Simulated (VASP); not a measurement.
Input of a VASP 6.6.1 run:

File INCAR:

```
SYSTEM = Au
PREC = Accurate
ENCUT = 520
EDIFF = 1E-6
ISMEAR = 0
SIGMA = 0.15
LREAL = .FALSE.
LASPH = .TRUE.
NELM = 60
ALGO = Fast
ISIF = 2
LWAVE = .FALSE.
LCHARG = .TRUE.
LELF = .TRUE.
LVHAR = .TRUE.
NBANDS = 18
```

KPOINTS

```
Automatic mesh
0
G
  22 22 12
  0 0 0
```

Contents of POSCAR:

```
Au
1.0
    1.3671773232     -2.4760072259      0.0000000000
    1.3671773232      2.4760072259      0.0000000000
    0.0000000000      0.0000000000      5.2141724813
Au
2
Direct
    0.6653279700      0.3346720300      0.2500000000
    0.3346720300      0.6653279700      0.7500000000
```

Potentials or basis: VASP PAW LDA potentials, release 64 (Au).

The run is started by

```sh
$ cat potpaw_LDA.64/Au/POTCAR > POTCAR
$ mpirun -np 1 vasp_std > vasp.out
```

**Question.** What does it give for the largest force?

**Answer.** 0.006 eV/Å.

**Question.** Predict the band gap on the k mesh.

**Answer.** Zero (bands 11 and 12 overlap by 6.92 eV).

**Question.** What does it give for the pressure?

**Answer.** -6.4 GPa.

Forces on the atoms (eV/Å):
```
Au   0.000 -0.006  0.000
Au   0.000  0.006  0.000
```

Caveat: the stress differs along the axes, from -12 to -0 GPa; spin-orbit coupling is left out, which moves the levels of the heavy elements.
